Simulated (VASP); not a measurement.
# Ta3AsAu2O13 (Cm) in VASP: notebook

The runs below take Ta3AsAu2O13 through relaxation of cell and atoms, single point, with PBE, LDA, PBEsol, RPBE.

Everything below comes from runs of VASP 6.6.1. Logs are shortened: lines on timing, memory, paths and dates and some standing lists are left out, and cuts for length are marked.

## 1. The cell of the first run

Symmetry: Cm, No. 8, monoclinic system. The conventional cell has a = 13.601 Å, b = 3.843 Å, c = 10.515 Å, α = 90.00°, β = 99.65°, γ = 90.00°. Within 2.4 Å of Ta (site symmetry m) lie 6 O at 1.84 to 2.37 Å. Ta (site symmetry m) has 6 O at 1.82 to 2.33 Å within 2.4 Å. Within 2.4 Å of Ta (site symmetry m) lie 6 O at 1.83 to 2.34 Å. As (site symmetry m) has 5 O at 1.70 to 1.99 Å within 2.3 Å. Within 2.6 Å of Au (site symmetry m) lie 6 O at 1.98 to 2.54 Å. Within 2.6 Å of Au (site symmetry m) lie 6 O at 1.93 to 2.59 Å. Within 2.4 Å of O (site symmetry m) lie 2 Ta at 1.84 to 2.06 Å. O (site symmetry m) has 1 Ta at 1.90 Å and 2 Au at 1.98 to 2.51 Å within 2.6 Å.

## 2. Relaxation of cell and atoms, PBE

Contents of INCAR:

```
PREC = Accurate
ENCUT = 600
EDIFF = 1E-6
ISMEAR = -1
SIGMA = 0.05
LREAL = False
LASPH = True
NELM = 80
ALGO = Normal
ISIF = 3
LWAVE = False
LCHARG = False
GGA = PE
IBRION = 2
NSW = 60
EDIFFG = -0.01
KPAR = 4
```

Contents of KPOINTS:

```
Automatic mesh
0
Gamma
  7 7 3
```

Contents of POSCAR:

```
Ta3AsAu2O13
1.0
    6.8006700000     -1.9216300000     -0.0262100000
    6.8006700000      1.9216300000     -0.0262100000
   -1.7222500000      0.0000000000     10.3728800000
Ta As Au O
3 1 2 13
Direct
    0.2983200000      0.2983200000      0.6304200000
    0.3583800000      0.3583800000      0.0038600000
    0.6415300000      0.6415300000      0.9984100000
    0.7021000000      0.7021000000      0.3624900000
    0.6017600000      0.6017600000      0.6318100000
    0.3998900000      0.3998900000      0.3657700000
    0.3425700000      0.3425700000      0.8055700000
    0.4163800000      0.4163800000      0.5563500000
    0.7815900000      0.7815900000      0.5938900000
    0.6595800000      0.6595800000      0.2007100000
    0.5909500000      0.5909500000      0.4348600000
    0.2189700000      0.2189700000      0.4115600000
    0.6154600000      0.6154600000      0.8221400000
    0.1440000000      0.1440000000      0.6409700000
    0.3830000000      0.3830000000      0.1794700000
    0.8449800000      0.8449800000      0.3582500000
    0.5005000000      0.5005000000      0.0025800000
    0.8126900000      0.8126900000      0.9923200000
    0.1873700000      0.1873700000      0.0085600000
```

Potentials or basis: VASP PAW PBE potentials, release 64 (Ta_pv, As, Au, O).

Started as:

```bash
$ cat potpaw_PBE.64/Ta_pv/POTCAR potpaw_PBE.64/As/POTCAR potpaw_PBE.64/Au/POTCAR potpaw_PBE.64/O/POTCAR > POTCAR
$ mpirun -np 4 vasp_std > vasp.out
```

OUTCAR:

```text
PREC = Accurate
   ENCUT = 600
   EDIFF = 1E-6
   ISMEAR = -1
   LREAL = False
   LASPH = True
   NELM = 80
   ISIF = 3
   GGA = PE
   IBRION = 2
   NSW = 60
   EDIFFG = -0.01

 ion  position               nearest neighbor table
   1  0.298  0.298  0.630-   7 1.84   8 1.90   9 1.97   9 1.97  14 2.12  12 2.37   5 3.29   5 3.29
                             6 3.31
   2  0.358  0.358  0.004-  15 1.82  17 1.94  18 2.02  18 2.02   7 2.06  19 2.33   3 3.51   3 3.51

   3  0.642  0.642  0.998-  13 1.83  17 1.93  19 2.02  19 2.02  10 2.10  18 2.34   2 3.51   2 3.51

   4  0.702  0.702  0.362-  10 1.70  11 1.80  16 1.95  12 1.99  12 1.99
   5  0.602  0.602  0.632-  13 1.98  14 2.00  14 2.00  11 2.05   8 2.51   9 2.54   1 3.29   1 3.29
                             6 3.58
   6  0.400  0.400  0.366-  15 1.93   8 1.98  16 2.06  16 2.06  11 2.58  12 2.59   1 3.31   5 3.58

   7  0.343  0.343  0.806-   1 1.84   2 2.06
   8  0.416  0.416  0.556-   1 1.90   6 1.98   5 2.51
   9  0.782  0.782  0.594-   1 1.97   1 1.97   5 2.54
  10  0.660  0.660  0.201-   4 1.70   3 2.10
  11  0.591  0.591  0.435-   4 1.80   5 2.05   6 2.58
  12  0.219  0.219  0.412-   4 1.99   4 1.99   1 2.37   6 2.59
  13  0.615  0.615  0.822-   3 1.83   5 1.98
  14  0.144  0.144  0.641-   5 2.00   5 2.00   1 2.12
  15  0.383  0.383  0.179-   2 1.82   6 1.93
  16  0.845  0.845  0.358-   4 1.95   6 2.06   6 2.06
  17  0.501  0.501  0.003-   3 1.93   2 1.94
  18  0.813  0.813  0.992-   2 2.02   2 2.02   3 2.34
  19  0.187  0.187  0.009-   3 2.02   3 2.02   2 2.33

  LATTYP: Found a base centered monoclinic cell.
 ALAT       =    13.6014410138
 B/A-ratio  =     0.2825627076
 C/A-ratio  =     0.7730713196
 COS(beta)  =    -0.1675923702

  Lattice vectors:

 A1 = (   6.8006700000,  -1.9216300000,  -0.0262100000)
 A2 = (   6.8006700000,   1.9216300000,  -0.0262100000)
 A3 = (  -1.7222500000,   0.0000000000,  10.3728800000)

Analysis of symmetry for initial positions (statically):
=====================================================================
 Subroutine PRICEL returns:
 Original cell was already a primitive cell.

 Routine SETGRP: Setting up the symmetry group for a
 base centered monoclinic supercell.

 Subroutine GETGRP returns: Found  2 space group operations
 (whereof  2 operations were pure point group operations)
 out of a pool of  4 trial point group operations.

The static configuration has the point symmetry C_1h.

Analysis of symmetry for dynamics (positions and initial velocities):
=====================================================================
 Subroutine PRICEL returns:
 Original cell was already a primitive cell.
[... 165 lines left out ...]
  Thomas-Fermi vector in A             =   2.438142
   LORBIT       =      0    0 simple, 1 ext, 2 COOP (PROOUT), +10 PAW based schemes
   GGA     = PE    functional components
   LHFCALC =     F    Hartree Fock is set to
   AEXX    =    0.0000 exact exchange contribution
   IVDW    =     0    specifies the selected vdW correction
   LEPSILON=     F    determine dielectric tensor
   LRPA    =     F    only Hartree local field effects (RPA)
 conjugate gradient relaxation of ions
 non-spin polarized calculation
  energy-cutoff  :      600.00
  volume of cell :      270.94
 maximum number of plane-waves:      9075
   NGX = 29   NGY = 29   NGZ = 41

--------------------------------------- Ionic step        1  -------------------------------------------

 number of electron     138.0000005 magnetization

 Free energy of the ion-electron system (eV)
  ---------------------------------------------------
  ext. energy  EPLUGINS =         0.00000000
  ---------------------------------------------------
  free energy    TOTEN  =      -142.05150778 eV

  energy without entropy =     -142.03397110  energy(sigma->0) =     -142.04273944

------------------------ aborting loop because EDIFF is reached ----------------------------------------

  FORCE on cell =-STRESS in cart. coord.  units (eV):
  Direction    XX          YY          ZZ          XY          YZ          ZX
  --------------------------------------------------------------------------------------
  -------------------------------------------------------------------------------------
  Total        0.5076847      0.5351790      1.5088410      0.0000000      0.0000000     -0.0797712
  in kB        3.0021460      3.1647309      8.9223907      0.0000000      0.0000000     -0.4717195
  external PRESSURE =       5.0297559 kB  Pullay stress =       0.0000000 kB
[... 140 lines left out ...]
  FREE ENERGIE OF THE ION-ELECTRON SYSTEM (eV)
  ---------------------------------------------------
  free  energy   TOTEN  =      -142.0549494655 eV

  energy  without entropy=     -142.0371674342  energy(sigma->0) =     -142.04605845

[... ionic steps 4 to 17 ...]

--------------------------------------- Ionic step       18  -------------------------------------------

 number of electron     138.0000010 magnetization

------------------------ aborting loop because EDIFF is reached ----------------------------------------
[... 101 lines left out ...]
--------------------------------------- Ionic step       20  -------------------------------------------

 number of electron     138.0000010 magnetization

 Free energy of the ion-electron system (eV)
  ---------------------------------------------------
  ext. energy  EPLUGINS =         0.00000000
  ---------------------------------------------------
  free energy    TOTEN  =      -142.05656069 eV

  energy without entropy =     -142.03851715  energy(sigma->0) =     -142.04753892

 E-fermi :   2.0223     XC(G=0):  -9.8066

 val. band max:        2.0016417860   @ k =  -0.1429  -0.1429   0.3333
 cond. band min:       2.0482664924   @ k =   0.1429   0.1429   0.3333
 fundamental gap:      0.0466247064
 Fermi energy:         2.0222832751

 k-point     1 :       0.0000    0.0000    0.0000
  band No.  band energies     occupation
      1     -33.2656      2.00000
      2     -33.1883      2.00000
      3     -33.1349      2.00000
      4     -33.1126      2.00000
      5     -33.0895      2.00000
      6     -33.0541      2.00000
[... 2005 lines left out ...]
     80       6.7516      0.00000
     81       6.7880      0.00000

 [... further k-points ...]

 [bands above 81 left out]

------------------------ aborting loop because EDIFF is reached ----------------------------------------

  FORCE on cell =-STRESS in cart. coord.  units (eV):
  Direction    XX          YY          ZZ          XY          YZ          ZX
  --------------------------------------------------------------------------------------
  -------------------------------------------------------------------------------------
  Total       -0.0090556      0.0092595      0.0126403      0.0000000      0.0000000     -0.0343006
  in kB       -0.0535339      0.0547391      0.0747255      0.0000000      0.0000000     -0.2027748
  external PRESSURE =       0.0253102 kB  Pullay stress =       0.0000000 kB
[... 34 lines left out ...]
  FREE ENERGIE OF THE ION-ELECTRON SYSTEM (eV)
  ---------------------------------------------------
  free  energy   TOTEN  =      -142.0565606891 eV

  energy  without entropy=     -142.0385171485  energy(sigma->0) =     -142.04753892

 reached required accuracy - stopping structural energy minimisation
```

OSZICAR:

```text
N       E                     dE             d eps       ncg     rms          rms(c)
DAV:   1     0.129173138085E+04    0.12917E+04   -0.81878E+04  7360   0.183E+03
DAV:   2    -0.566389740995E+02   -0.13484E+04   -0.13049E+04  8280   0.446E+02
DAV:   3    -0.173526971778E+03   -0.11689E+03   -0.11552E+03  8522   0.131E+02
[... 141 lines left out ...]
       N       E                     dE             d eps       ncg     rms          rms(c)
DAV:   1    -0.142056548398E+03   -0.76181E-06   -0.82413E-03  7216   0.376E-01    0.235E-02
DAV:   2    -0.142056562520E+03   -0.14121E-04   -0.21201E-04  7272   0.587E-02    0.129E-02
DAV:   3    -0.142056561445E+03    0.10752E-05   -0.66900E-06  8704   0.111E-02    0.706E-03
DAV:   4    -0.142056560689E+03    0.75543E-06   -0.18141E-06  4482   0.693E-03
  20 F= -.14205656E+03 E0= -.14204754E+03  d E =-.133819E-04
```

CONTCAR:

```text
Ta3AsAu2O13
   1.00000000000000
     6.7934374263534014   -1.9238226230021134   -0.0286157089607263
     6.7934374263534014    1.9238226230021134   -0.0286157089607263
    -1.7240753851784962    0.0000000000000000   10.3757132012341771
  Ta              As              Au              O
     3     1     2    13
Direct
     0.2978006050728791    0.2978006050728791    0.6300991331697893
     0.3580877126110643    0.3580877126110643    0.0038709729808250
     0.6417732807188432    0.6417732807188432    0.9987320075492627
     0.7025759487971605    0.7025759487971605    0.3629604722513232
     0.6012029056565920    0.6012029056565920    0.6316718106391583
     0.4007163934849045    0.4007163934849045    0.3661850918820050
[... 11 lines left out ...]
     0.8125710200789713    0.8125710200789713    0.9924872043735492
     0.1877569691198563    0.1877569691198563    0.0083385751558778

  0.00000000E+00  0.00000000E+00  0.00000000E+00
  0.00000000E+00  0.00000000E+00  0.00000000E+00
  0.00000000E+00  0.00000000E+00  0.00000000E+00
  0.00000000E+00  0.00000000E+00  0.00000000E+00
  0.00000000E+00  0.00000000E+00  0.00000000E+00
  0.00000000E+00  0.00000000E+00  0.00000000E+00
[... 11 lines left out ...]
  0.00000000E+00  0.00000000E+00  0.00000000E+00
  0.00000000E+00  0.00000000E+00  0.00000000E+00
```

Run time: 49 min. Hardware: 4 MPI ranks of AMD EPYC 9R45 (Zen 5), shared host; peak memory 1.3 GiB.

What came out:

| Property | Result |
| --- | --- |
| Free energy | -142.0566 eV |
| Relaxed volume | 14.26 Å³/atom |
| Relaxed cell | a = 7.061 Å, b = 7.061 Å, c = 10.518 Å, α = 99.31°, β = 99.31°, γ = 31.62° |
| Space group after relaxing (to 0.1 Å) | Cm (No. 8) |
| Energy gained by relaxing | 0.3 meV/atom |
| Ionic steps | 20 |
| Pressure after relaxing | 0.0 GPa |
| Largest force after relaxing | 0.009 eV/Å |
| Band gap on the k mesh | zero (bands 69 and 70 overlap by 0.16 eV) |

Forces on the atoms (eV/Å):
```
Ta   0.008  0.000  0.004
Ta   0.002  0.000 -0.004
Ta   0.005  0.000  0.001
As   0.001  0.000  0.004
Au   0.005  0.000  0.000
Au  -0.006  0.000  0.004
O   -0.005  0.000  0.002
O   -0.002  0.000 -0.002
O   -0.005  0.000  0.000
O    0.003  0.000  0.003
O   -0.005  0.000 -0.001
O    0.002  0.000 -0.005
O    0.000  0.000 -0.004
O   -0.005  0.000 -0.002
O    0.000  0.000  0.007
O    0.001  0.000 -0.006
O    0.000  0.000 -0.004
O    0.002  0.000 -0.001
O   -0.002  0.000  0.003
```

Step by step:
```
step  energy change (eV)  largest force (eV/Å)  pressure (GPa)  volume (Å³)
   1              0.0000                0.2823            0.50       270.94
   2              0.0135                0.5257           -1.25       272.70
   3             -0.0034                0.0992           -0.05       271.48
   4             -0.0041                0.0632           -0.06       271.44
   5             -0.0041                0.0432           -0.06       271.45
   6             -0.0045                0.0365           -0.01       271.27
   7             -0.0046                0.0400            0.01       271.16
   8             -0.0048                0.0305            0.02       271.07
   9             -0.0048                0.0301            0.02       271.06
  10             -0.0049                0.0260           -0.03       271.07
  11             -0.0049                0.0193           -0.02       271.07
  12             -0.0049                0.0219            0.00       271.02
  13             -0.0049                0.0182            0.00       271.03
  14             -0.0050                0.0163            0.01       271.01
  15             -0.0050                0.0189            0.01       271.01
  16             -0.0050                0.0135            0.00       271.01
  17             -0.0050                0.0211            0.00       271.01
  18             -0.0050                0.0108            0.01       271.01
  19             -0.0050                0.0128            0.01       271.00
  20             -0.0051                0.0086            0.00       271.02
```

Final structure:
```yaml
crystal:
  lattice:
    - [6.79344, -1.92382, -0.02862]
    - [6.79344, 1.92382, -0.02862]
    - [-1.72408, 0.00000, 10.37571]
  atoms:
    - { symbol: Ta, position: [0.29780, 0.29780, 0.63010] }
    - { symbol: Ta, position: [0.35809, 0.35809, 0.00387] }
    - { symbol: Ta, position: [0.64177, 0.64177, 0.99873] }
    - { symbol: As, position: [0.70258, 0.70258, 0.36296] }
    - { symbol: Au, position: [0.60120, 0.60120, 0.63167] }
    - { symbol: Au, position: [0.40072, 0.40072, 0.36619] }
    - { symbol: O, position: [0.34229, 0.34229, 0.80556] }
    - { symbol: O, position: [0.41685, 0.41685, 0.55698] }
    - { symbol: O, position: [0.78111, 0.78111, 0.59297] }
    - { symbol: O, position: [0.65962, 0.65962, 0.20016] }
    - { symbol: O, position: [0.59011, 0.59011, 0.43466] }
    - { symbol: O, position: [0.21921, 0.21921, 0.41170] }
    - { symbol: O, position: [0.61537, 0.61537, 0.82192] }
    - { symbol: O, position: [0.14360, 0.14360, 0.64078] }
    - { symbol: O, position: [0.38353, 0.38353, 0.17986] }
    - { symbol: O, position: [0.84544, 0.84544, 0.35870] }
    - { symbol: O, position: [0.50041, 0.50041, 0.00235] }
    - { symbol: O, position: [0.81257, 0.81257, 0.99249] }
    - { symbol: O, position: [0.18776, 0.18776, 0.00834] }
```

Levels at points of the mesh, in eV from the Fermi level:
```
           k point  band 67  band 68  band 69  band 70  band 71  band 72
(0.00, 0.00, 0.00)    -0.69    -0.50    -0.31    -0.23     0.61     1.51
```

Caveat: spin-orbit coupling is left out, which moves the levels of the heavy elements.

## 3. Relaxation of cell and atoms, LDA

INCAR, as its differences from that of step 2:

```diff
@@ -12,3 +12,2 @@
 LCHARG = False
-GGA = PE
 IBRION = 2
```

KPOINTS is that of step 2.

POSCAR is that of step 2.

Potentials or basis: VASP PAW LDA potentials, release 64 (Ta_pv, As, Au, O).

Started as:

```bash
$ cat potpaw_LDA.64/Ta_pv/POTCAR potpaw_LDA.64/As/POTCAR potpaw_LDA.64/Au/POTCAR potpaw_LDA.64/O/POTCAR > POTCAR
$ mpirun -np 4 vasp_std > vasp.out
```

Run time: 1.7 h. Hardware: 4 MPI ranks of AMD EPYC 9R45 (Zen 5), shared host; peak memory 1.2 GiB.

The run converged. Its results:

- Free energy: -158.5274 eV
- Relaxed volume: 13.44 Å³/atom
- Relaxed cell: a = 6.912 Å, b = 6.912 Å, c = 10.314 Å, α = 99.79°, β = 99.79°, γ = 31.76°
- Space group after relaxing (to 0.1 Å): Cm (No. 8)
- Energy gained by relaxing: 24.2 meV/atom
- Ionic steps: 41
- Pressure after relaxing: 0.0 GPa
- Largest force after relaxing: 0.010 eV/Å
- Band gap on the k mesh: zero (bands 69 and 70 overlap by 0.02 eV)

Forces on the atoms (eV/Å):
```
Ta   0.000  0.000  0.000
Ta  -0.002  0.000 -0.004
Ta   0.005  0.000  0.001
As   0.003  0.000  0.005
Au  -0.008  0.000 -0.004
Au   0.001  0.000 -0.002
O    0.000  0.000  0.002
O   -0.006  0.000  0.005
O   -0.004  0.000  0.002
O   -0.001  0.000  0.001
O   -0.005  0.000 -0.001
O    0.001  0.000 -0.006
O    0.008  0.000 -0.001
O    0.010  0.000  0.001
O    0.002  0.000  0.001
O   -0.002  0.000  0.001
O   -0.002  0.000 -0.005
O   -0.004  0.000  0.004
O    0.004  0.000  0.000
```

Step by step:
```
step  energy change (eV)  largest force (eV/Å)  pressure (GPa)  volume (Å³)
   1              0.0000                0.3617           -8.80       270.94
   3             -0.3611                0.7576           -0.19       258.87
   5             -0.3952                0.3831           -0.17       257.72
   7             -0.4251                0.4469            0.33       255.83
   9             -0.4350                0.3129            0.03       255.72
  11             -0.4404                0.2224           -0.06       255.75
  13             -0.4461                0.1576           -0.05       255.63
  15             -0.4497                0.1704            0.04       255.42
  17             -0.4540                0.2010            0.05       255.32
  19             -0.4561                0.1510            0.01       255.35
  21             -0.4580                0.1044           -0.05       255.39
  23             -0.4587                0.0893            0.06       255.31
  25             -0.4591                0.0695           -0.03       255.39
  27             -0.4593                0.0333           -0.01       255.38
  29             -0.4594                0.0284            0.00       255.35
  31             -0.4595                0.0361            0.00       255.33
  33             -0.4596                0.0247            0.00       255.32
  35             -0.4597                0.0178            0.01       255.32
  37             -0.4597                0.0260           -0.01       255.35
  39             -0.4598                0.0117           -0.01       255.34
  41             -0.4598                0.0098            0.00       255.33
```

Final structure:
```
Ta As Au O
1.0
     6.64809   -1.89155   -0.05831
     6.64809    1.89155   -0.05831
    -1.73354    0.00000   10.16719
Ta As Au O
3 1 2 13
Direct
  0.29511 0.29511 0.62729
  0.35685 0.35685 0.00476
  0.64300 0.64300 0.00163
  0.70503 0.70503 0.36782
  0.59983 0.59983 0.63194
  0.40331 0.40331 0.36869
  0.33895 0.33895 0.80519
  0.41764 0.41764 0.56015
  0.77781 0.77781 0.57853
  0.66279 0.66279 0.20190
  0.58915 0.58915 0.43411
  0.22001 0.22001 0.41163
  0.61512 0.61512 0.82182
  0.14091 0.14091 0.63823
  0.38493 0.38493 0.18278
  0.84848 0.84848 0.35796
  0.50012 0.50012 0.00273
  0.81151 0.81151 0.99282
  0.18948 0.18948 0.01002
```

Levels at points of the mesh, in eV from the Fermi level:
```
           k point  band 65  band 66  band 67  band 68  band 69  band 70  band 71  band 72  band 73  band 74
(0.00, 0.00, 0.00)    -1.08    -0.83    -0.83    -0.48    -0.35    -0.13     0.71     1.65     2.86     3.04
```

Caveat: spin-orbit coupling is left out, which moves the levels of the heavy elements.

(Part 1 of 2 ends here.)
